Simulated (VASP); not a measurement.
# GaN (R3m) in VASP: single point with r2SCAN

Aim: the single point of GaN with r2SCAN.

Program: VASP 6.6.1. These are calculated values, not measurements. Logs are shortened: lines on timing, memory, paths and dates and some standing lists are left out, and cuts for length are marked.

## Step 1: The cell of the first run

Symmetry: R3m, No. 160, trigonal system. The conventional cell has a = 3.187 Å, b = 3.187 Å, c = 7.806 Å, α = 90.00°, β = 90.00°, γ = 120.00°. Within 2.4 Å of Ga (site symmetry 3m) lie 4 N at 1.80 to 2.01 Å. Within 2.4 Å of N (site symmetry 3m) lie 4 Ga at 1.80 to 2.01 Å.

## Step 2: Single point, r2SCAN

POSCAR

```
GaN
1.0
    0.0000000000      2.2535006075      2.2535006075
    2.2535006075      0.0000000000      2.2535006075
    2.2535006075      2.2535006075      0.0000000000
Ga N
1 1
Direct
   -0.0192151136     -0.0192151136     -0.0192151136
    0.7500000000      0.7500000000      0.7500000000
```

INCAR.step1

```
SYSTEM = GaN
ALGO = Normal ; EDIFF = 1E-5
ENCUT = 1460 ; GGA = PE
GGA_COMPAT = .False. ; ISMEAR = 0
LASPH = .True. ; LCHARG = .False.
LREAL = .False. ; LWAVE = .True.
NBANDS = 16 ; NELM = 120
PREC = Accurate ; SIGMA = 0.2
```

INCAR.step2

```
SYSTEM = GaN
ALGO = Normal ; EDIFF = 1E-6
ENCUT = 1460 ; GGA_COMPAT = .False.
ISIF = 2 ; ISMEAR = 0
ISTART = 1 ; LASPH = .True.
LCHARG = .False. ; LMIXTAU = .True.
LREAL = .False. ; LWAVE = .False.
METAGGA = R2SCAN ; NBANDS = 16
NELM = 120 ; PREC = Accurate
SIGMA = 0.2
```

KPOINTS

```
k-points
0
Gamma
  10 10 10
  0 0 0
```

Potentials or basis: VASP PAW PBE potentials, release 64 (Ga_d, N_h).

Command:

```sh
$ cat potpaw_PBE.64/Ga_d/POTCAR potpaw_PBE.64/N_h/POTCAR > POTCAR
$ cp INCAR.step1 INCAR
$ mpirun -np 1 vasp_std > vasp.out
$ cp INCAR.step2 INCAR
$ mpirun -np 1 vasp_std > vasp.out
```

OUTCAR:

```text
SYSTEM = GaN
   EDIFF = 1E-6
   ENCUT = 1460
   ISIF = 2
   ISMEAR = 0
   ISTART = 1
   LASPH = .True.
   LREAL = .False.
   METAGGA = R2SCAN
   NELM = 120
   PREC = Accurate

 ion  position               nearest neighbor table
   1  0.981  0.981  0.981-   2 1.80   2 2.01   2 2.01   2 2.01
   2  0.750  0.750  0.750-   1 1.80   1 2.01   1 2.01   1 2.01

  LATTYP: Found a face centered cubic cell.
 ALAT       =     4.5070012150

  Lattice vectors:

 A1 = (   0.0000000000,   2.2535006075,   2.2535006075)
 A2 = (   2.2535006075,   0.0000000000,   2.2535006075)
 A3 = (   2.2535006075,   2.2535006075,   0.0000000000)

Analysis of symmetry for initial positions (statically):
=====================================================================
 Subroutine PRICEL returns:
 Original cell was already a primitive cell.

 Routine SETGRP: Setting up the symmetry group for a
 face centered cubic supercell.

 Subroutine GETGRP returns: Found  6 space group operations
 (whereof  6 operations were pure point group operations)
 out of a pool of 48 trial point group operations.

The static configuration has the point symmetry C_3v.

Analysis of symmetry for dynamics (positions and initial velocities):
=====================================================================
 Subroutine PRICEL returns:
 Original cell was already a primitive cell.

 Routine SETGRP: Setting up the symmetry group for a
 face centered cubic supercell.

 Subroutine GETGRP returns: Found  6 space group operations
 (whereof  6 operations were pure point group operations)
 out of a pool of 48 trial point group operations.

The dynamic configuration has the point symmetry C_3v.

 Subroutine INISYM returns: Found  6 space group operations
 (whereof  6 operations are pure point group operations),
 and found     1 'primitive' translations

----------------------------------------------------------------------------------------

                                     Primitive cell

  volume of cell :      22.8877

  direct lattice vectors                    reciprocal lattice vectors
     0.000000000  2.253500607  2.253500607    -0.221877020  0.221877020  0.221877020
     2.253500607  0.000000000  2.253500607     0.221877020 -0.221877020  0.221877020
     2.253500607  2.253500607  0.000000000     0.221877020  0.221877020 -0.221877020

  length of vectors
     3.186931122  3.186931122  3.186931122     0.384302272  0.384302272  0.384302272

  position of ions in fractional coordinates (direct lattice)
     0.980784886  0.980784886  0.980784886
     0.750000000  0.750000000  0.750000000

  ion indices of the primitive-cell ions
   primitive index   ion index
                 1           1
                 2           2

----------------------------------------------------------------------------------------

 KPOINTS: k-points

Automatic generation of k-mesh.
 Grid dimensions read from file:
 generate k-points for:   10   10   10

 Generating k-lattice:

  Cartesian coordinates                     Fractional coordinates (reciprocal lattice)
    -0.022187702  0.022187702  0.022187702     0.100000000  0.000000000  0.000000000
     0.022187702 -0.022187702  0.022187702     0.000000000  0.100000000  0.000000000
     0.022187702  0.022187702 -0.022187702     0.000000000  0.000000000  0.100000000

  Length of vectors
     0.038430227  0.038430227  0.038430227

  Shift w.r.t. Gamma in fractional coordinates (k-lattice)
     0.000000000  0.000000000  0.000000000

 Subroutine IBZKPT returns following result:
 ===========================================

 Found    116 irreducible k-points:

 Following reciprocal coordinates:
            Coordinates               Weight
  0.000000  0.000000  0.000000      1.000000
  0.100000  0.000000  0.000000      6.000000
  0.100000  0.100000  0.100000      2.000000
  0.200000  0.000000  0.000000      6.000000
  0.200000  0.200000  0.200000      2.000000
  0.300000  0.000000  0.000000      6.000000
[... 16 lines left out ...]
  0.100000  0.100000 -0.400000      6.000000
  0.500000  0.400000  0.500000      6.000000
 [... further k-points ...]
   k-points           NKPTS =    116   k-points in BZ     NKDIM =    116   number of bands    NBANDS=     16
   number of dos      NEDOS =    301   number of ions     NIONS =      2
   total plane-waves  NPLWV =  64000
   dimension x,y,z NGX =    40 NGY =   40 NGZ =   40
   dimension x,y,z NGXF=    80 NGYF=   80 NGZF=   80
   ions per type =               1   1
   NGX,Y,Z   is equivalent  to a cutoff of  20.87, 20.87, 20.87 a.u.
   NGXF,Y,Z  is equivalent  to a cutoff of  41.73, 41.73, 41.73 a.u.
 SYSTEM =  GaN
   PREC   = accura    normal or accurate (medium, high low for compatibility)
   ISTART =      1    job   : 0-new  1-cont  2-samecut
   ICHARG =      0    charge: 1-file 2-atom 10-const
   ISPIN  =      1    spin polarized calculation?
   LNONCOLLINEAR =      F non collinear calculations
   LSORBIT =      F    spin-orbit coupling
   LASPH  =      T    aspherical Exc in radial PAW
   ENCUT  = 1460.0 eV 107.31 Ry   10.36 a.u.   9.93  9.93  9.93*2*pi/ulx,y,z
   NELM   =    120;   NELMIN=  2; NELMDL=  0     # of ELM steps
   EDIFF  = 0.1E-05   stopping-criterion for ELM
   LREAL  =      F    real-space projection
   EDIFFG = 0.1E-04   stopping-criterion for IOM
   NSW    =      0    number of steps for IOM
   IBRION =     -1    ionic relax: 0-MD 1-quasi-New 2-CG
   NFREE  =      0    steps in history (QN), initial steepest desc. (CG)
   ISIF   =      2    stress and relaxation
   ISYM   =      2    0-nonsym 1-usesym 2-fastsym
   POTIM  = 0.5000    time-step for ionic-motion
   TEBEG  =    0.0;   TEEND  =   0.0 temperature during run
   PSTRESS=    0.0 pullay stress
   NELECT =      18.0000    total number of electrons
   NUPDOWN=      -1.0000    fix difference up-down
   EMIN   =  10.00;   EMAX   =-10.00  energy-range for DOS
   EFERMI =   0.00;   METHOD = LEGACY
   ISMEAR =     0;   SIGMA  =   0.20  broadening in eV -4-tet -1-fermi 0-gaus
   EFERMI_NEDOS =   21; number of points for ismear=-14 and -15
   IALGO  =     38    algorithm
   IMIX   =      4    mixing-type and parameters
     AMIX     =   0.40;   BMIX     =  1.00
     AMIX_MAG =   1.60;   BMIX_MAG =  1.00
  volume/ion in A,a.u.               =      11.44        77.23
  Fermi-wavevector in a.u.,A,eV,Ry     =   1.511117  2.855596 31.068543  2.283473
  Thomas-Fermi vector in A             =   2.621216
   LORBIT       =      0    0 simple, 1 ext, 2 COOP (PROOUT), +10 PAW based schemes
   METAGGA = R2SCAN    functional components
   LHFCALC =     F    Hartree Fock is set to
   AEXX    =    0.0000 exact exchange contribution
   IVDW    =     0    specifies the selected vdW correction
   LEPSILON=     F    determine dielectric tensor
   LRPA    =     F    only Hartree local field effects (RPA)
 non-spin polarized calculation
 Gauss-broadening in eV      SIGMA  =   0.20
  energy-cutoff  :     1460.00
  volume of cell :       22.89
 maximum number of plane-waves:      2914
   NGX = 19   NGY = 19   NGZ = 19

 number of electron      18.0000001 magnetization

 Free energy of the ion-electron system (eV)
  ---------------------------------------------------
  ext. energy  EPLUGINS =         0.00000000
  ---------------------------------------------------
  free energy    TOTEN  =       -21.71644619 eV

  energy without entropy =      -21.71644619  energy(sigma->0) =      -21.71644619

 E-fermi :   6.3749     XC(G=0): -12.6212

 val. band max:        5.4707720393   @ k =   0.0000   0.0000   0.0000
 cond. band min:       7.4356387503   @ k =   0.0000   0.0000   0.0000
 fundamental gap:      1.9648667110
 Fermi energy:         6.3749307834

 k-point     1 :       0.0000    0.0000    0.0000
  band No.  band energies     occupation
      1     -11.5176      2.00000
      2      -8.5730      2.00000
      3      -8.5329      2.00000
      4      -8.5329      2.00000
      5      -8.2173      2.00000
      6      -8.2173      2.00000
[... 8 lines left out ...]
     15      24.8203      0.00000
     16      24.8203      0.00000

 k-point     2 :       0.1000    0.0000    0.0000
  band No.  band energies     occupation
      1     -11.4121      2.00000
      2      -8.5808      2.00000
      3      -8.5223      2.00000
      4      -8.4660      2.00000
      5      -8.2188      2.00000
      6      -8.2179      2.00000
[... 8 lines left out ...]
     15      23.5887      0.00000
     16      23.8184      0.00000

 k-point     3 :       0.1000    0.1000    0.1000
  band No.  band energies     occupation
      1     -11.4006      2.00000
      2      -8.5350      2.00000
      3      -8.5156      2.00000
      4      -8.5156      2.00000
      5      -8.2189      2.00000
      6      -8.2189      2.00000
[... 8 lines left out ...]
     15      23.4121      0.00000
     16      23.8025      0.00000

 k-point     4 :       0.2000    0.0000    0.0000
  band No.  band energies     occupation
      1     -11.1418      2.00000
      2      -8.5641      2.00000
      3      -8.4985      2.00000
      4      -8.2793      2.00000
      5      -8.2181      2.00000
      6      -8.2139      2.00000
[... 8 lines left out ...]
     15      22.9041      0.00000
     16      23.0198      0.00000
[... 324 lines left out ...]
 k-point    22 :       0.5000    0.1000    0.0000
  band No.  band energies     occupation
      1     -10.5368      2.00000
      2      -8.4893      2.00000
      3      -8.4618      2.00000
      4      -8.2031      2.00000
      5      -8.1750      2.00000
      6      -7.0165      2.00000
[... 8 lines left out ...]
     15      25.1677      0.00000
     16      26.4424      0.00000

 k-point    23 :       0.1000    0.1000   -0.4000
  band No.  band energies     occupation
      1     -10.5344      2.00000
      2      -8.5076      2.00000
      3      -8.4466      2.00000
      4      -8.2086      2.00000
      5      -8.1767      2.00000
      6      -7.0103      2.00000
[... 8 lines left out ...]
     15      24.5007      0.00000
     16      26.8279      0.00000

 k-point    24 :       0.5000    0.4000    0.5000
  band No.  band energies     occupation
      1     -10.4501      2.00000
      2      -8.4273      2.00000
      3      -8.4050      2.00000
      4      -8.1832      2.00000
      5      -8.1519      2.00000
      6      -6.9912      2.00000
[... 8 lines left out ...]
     15      24.8008      0.00000
     16      25.7291      0.00000

 [... further k-points ...]
[... 5 lines left out ...]
  --------------------------------------------------------------------------------------
  -------------------------------------------------------------------------------------
  Total        0.4037997      0.4037997      0.4037997      1.0785636      1.0785636      1.0785636
  in kB       28.2666009     28.2666009     28.2666009     75.5011076     75.5011076     75.5011076
  external PRESSURE =      28.2666009 kB  Pullay stress =       0.0000000 kB

 VOLUME and BASIS-vectors are now :
 -----------------------------------------------------------------------------
  energy-cutoff  :     1460.00
  volume of cell :       22.89
      direct lattice vectors                 reciprocal lattice vectors
     0.000000000  2.253500607  2.253500607    -0.221877020  0.221877020  0.221877020
     2.253500607  0.000000000  2.253500607     0.221877020 -0.221877020  0.221877020
     2.253500607  2.253500607  0.000000000     0.221877020  0.221877020 -0.221877020

 POSITION                                       TOTAL-FORCE (eV/Angst)
 -----------------------------------------------------------------------------------
      4.42040      4.42040      4.42040         1.593073      1.593073      1.593073
      3.38025      3.38025      3.38025        -1.593073     -1.593073     -1.593073
 -----------------------------------------------------------------------------------
    total drift:                                0.000423      0.000423      0.000423

  FREE ENERGIE OF THE ION-ELECTRON SYSTEM (eV)
  ---------------------------------------------------
  free  energy   TOTEN  =       -21.7164461947 eV

  energy  without entropy=      -21.7164461947  energy(sigma->0) =      -21.71644619
```

Run time: 6.1 min. Hardware: 1 thread of AMD EPYC 9R45 (Zen 5), shared host; peak memory 0.38 GiB.

What came out:

```
Free energy            : -21.7164 eV
Pressure               : 2.8 GPa
Largest force          : 2.759 eV/Å
Band gap on the k mesh : 1.96 eV
```

Forces in eV/Å, atoms in the order of the input:
```
Ga   1.593  1.593  1.593
N   -1.593 -1.593 -1.593
```

Levels at points of the mesh, in eV from the valence-band top:
```csv
k point,band 6,band 7,band 8,band 9,band 10,band 11,band 12,band 13
"(0.00, 0.00, 0.00)",-13.69,-0.56,0.00,0.00,1.96,10.73,10.73,11.31
"(0.50, 0.00, 0.00)",-12.51,-7.15,-1.53,-0.76,4.88,9.22,10.04,11.60
"(0.50, 0.50, 0.50)",-12.49,-7.79,-1.18,-1.18,5.28,9.30,11.08,11.08
"(0.50, 0.50, 0.00)",-12.13,-6.39,-2.97,-2.84,3.55,7.02,12.34,14.56
```

Caveat: the cell differs from its parent crystal (all Ga atoms moved +0.150 Å, as atom 1 towards its neighbour atom 2 (N) at 1.952 Å); the PAW data sets were made with another functional, which shifts forces and pressure a little.
